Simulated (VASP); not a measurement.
Here is a VASP 6.6.1 calculation.

The input INCAR:

```
SYSTEM = C3N
PREC = Accurate
ENCUT = 520
EDIFF = 1E-6
ISMEAR = 0
SIGMA = 0.1
LREAL = .FALSE.
LASPH = .TRUE.
NELM = 80
ALGO = Normal
ISIF = 2
LWAVE = .FALSE.
LCHARG = .FALSE.
GGA = PE
NBANDS = 27
```

KPOINTS

```
Automatic mesh
0
G
  8 6 4
  0 0 0
```

File POSCAR:

```
C3N
1.0
    2.5320408504     -0.0142961418     -0.0535839924
    0.0541815836      3.7573921057     -0.1520451812
    0.2101925350      0.3374087296      6.3500829616
C N
6 2
Direct
    0.3581935622      0.7554826932      0.1764983909
    1.0002765152      0.0498348989      0.7239425874
    0.9059520554      0.7544242146      0.8443376878
    0.3851067681      0.4410314602      0.5552866431
    0.3504220906      0.7486356315      0.4027966729
    0.8931762155      0.4409810582      0.7047201862
    0.2463389759      0.0523379027      0.5239929616
    0.8605338171      0.7572721403      0.0684248702
```

Potentials or basis: VASP PAW PBE potentials, release 64 (C, N).

Run with:

```sh
$ cat potpaw_PBE.64/C/POTCAR potpaw_PBE.64/N/POTCAR > POTCAR
$ mpirun -np 1 vasp_std > vasp.out
```

Problem. Estimate the band gap on the k mesh.

Solution. Zero (band 17 reaches 8.90 eV, above the bottom of band 18 at 5.66 eV).

Problem. Estimate the largest force.

Solution. 0.067 eV/Å.

Problem. Predict the pressure.

Solution. 0.4 GPa.

Stress tensor (GPa, compression positive):
```
 0.29 -0.01 -0.09
-0.01  0.31 -0.04
-0.09 -0.04  0.45
```
